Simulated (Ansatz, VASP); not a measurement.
# SnGe5 in VASP and in Ansatz

```
Ge Sn
1.0
     4.18024    0.00000    0.00000
    -2.09012    3.62019    0.00000
     0.00000    0.00000   10.17246
Ge Sn
5 1
Cartesian
  0.0000 0.0000 -0.1390
  2.0901 1.2067 6.7749
  0.0000 2.4135 3.5309
  2.0901 1.2067 9.2627
  0.0000 2.4135 6.0074
  0.0000 0.0000 2.5373
```

Alike in both runs: task single point; functional r2SCAN; k mesh 6 × 6 × 2; occupations fermi-dirac, width 0.02 eV; no spin polarisation.

|  | VASP | Ansatz |
| --- | --- | --- |
| version | VASP 6.6.1 | Ansatz 0.2.0 |
| potentials or method | VASP PAW PBE potentials, release 64 (Ge_d, Sn_d) | plane waves, PAW |
| plane-wave cutoff (eV) | 520 | 500 |
| valence electrons in the cell | 84 | 84 |

```tsv
	VASP	Ansatz	Ansatz less VASP
pressure (GPa)	-1.8	-1.8	0.00
rms of the force components (eV/Å)	0.016	0.017	+0.0005
```

VASP's potentials were made for PBE, not for r2SCAN. Atom by atom the forces differ by 0.003 eV/Å (rms over components).
